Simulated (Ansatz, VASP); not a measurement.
Two plane-wave programs on TiC

```
Ti C
1.0
     0.00000    2.12549    2.12549
     2.12549    0.00000    2.12549
     2.12549    2.12549    0.00000
Ti C
1 1
Cartesian
  0.0000 0.0000 0.0000
  2.1255 2.1255 2.1255
```

Alike in both runs: task single point; functional PBE; k mesh 8 × 8 × 8; occupations gaussian, width 0.05 eV; no spin polarisation.

|  | VASP | Ansatz |
| --- | --- | --- |
| version | VASP 6.6.1 | Ansatz 0.2.0 |
| potentials or method | VASP PAW PBE potentials, release 64 (Ti_sv, C), cutoff 600 eV | scalar-relativistic, plane waves, PAW |
| valence electrons in the cell | 16 | 16 |

VASP gave:

| Item | Value |
| --- | --- |
| gap on the k mesh at the Fermi level (eV) | none |
| pressure (GPa) | 16.2 |

Problem. Estimate Ansatz's values.

Solution. gap on the k mesh at the Fermi level (eV): none; pressure (GPa): 16.1.

A gap of «none» marks a metal or a gap that the smearing closes.
